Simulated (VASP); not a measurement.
Ir3Rh2, 10 atoms in the cell. The structure is hexagonal, space group P6_3/mmc (No. 194). The conventional cell has a = 2.758 Å, b = 2.758 Å, c = 21.902 Å, α = 90.00°, β = 90.00°, γ = 120.00°. Within 3.6 Å of Ir (site symmetry -6m2) lie 12 Ir at 2.71 to 2.76 Å. Within 3.6 Å of Ir (site symmetry 3m) lie 3 Rh at 2.70 Å and 9 Ir at 2.71 to 2.76 Å. Rh (site symmetry 3m) has 3 Ir at 2.70 Å and 9 Rh at 2.72 to 2.76 Å within 3.6 Å. 

```yaml
Program: VASP 6.6.1
Task: single point
Functional: PBE
Potentials_or_basis: VASP PAW PBE potentials, release 64 (Ir, Rh_pv)
Cutoff: 520 eV
k_mesh: 6 × 6 × 1
Occupations: gaussian, width 0.1 eV
Spin: collinear spin, ferromagnetic start
Starting_moments: "[1.0, 1.0, 1.0, 1.0, 1.0, 1.0, 1.0, 1.0, 1.0, 1.0] μB"
Dipole_correction: no
Further_INCAR_settings: ALGO = Normal; EDIFF = 1e-06; NBANDS = 72
```

Potentials or basis: VASP PAW PBE potentials, release 64 (Ir, Rh_pv).

Launch:

```bash
$ cat potpaw_PBE.64/Ir/POTCAR potpaw_PBE.64/Rh_pv/POTCAR > POTCAR
$ mpirun -np 1 vasp_std > vasp.out
```

Hardware: 1 thread of Intel(R) Xeon(R) 6975P-C (Granite Rapids), with other jobs on the host.

Task: How long does it take, and how much memory?

Result: It took 3.7 min on 1 thread of Intel(R) Xeon(R) 6975P-C (Granite Rapids), with other jobs on the host, peak memory 0.41 GiB. Counts: scf iterations 25, k points 7.
